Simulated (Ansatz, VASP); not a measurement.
## One calculation of NaOs, two programs

```xyz
2
Lattice="1.3461 0.7772 5.2516 -1.3461 0.7772 5.2516 0.0000 -1.5543 5.2516" Properties=species:S:1:pos:R:3 pbc="T T T"
Na    0.0000    0.0000    7.8774
Os    0.0000    0.0000    0.0000
```

Alike in both runs: functional PBE; k mesh 6 × 6 × 6; occupations gaussian, width 0.1 eV; no spin polarisation.

Ansatz relaxed the structure, and its values are those at the end. VASP's run is a single point on that final structure, the one shown.

```csv
,VASP,Ansatz
version,VASP 6.6.1,Ansatz 0.2.0
potentials or method,"VASP PAW PBE potentials, release 64 (Na_pv, Os), cutoff 520 eV","scalar-relativistic, plane waves, PAW"
valence electrons in the cell,15,25
```

|  | VASP | Ansatz | Ansatz less VASP |
| --- | --- | --- | --- |
| gap on the k mesh at the Fermi level (eV) | none | none | - |
| pressure (GPa) | -0.3 | 0.0 | +0.28 |

A gap of «none» marks a metal or a gap that the smearing closes. VASP's potentials hold 15 valence electrons a cell and Ansatz's 25, so a difference there can come from the potentials and not from the codes.

The k mesh is coarse, so the values compare programs but aren't converged. Neither program's run includes spin-orbit coupling.
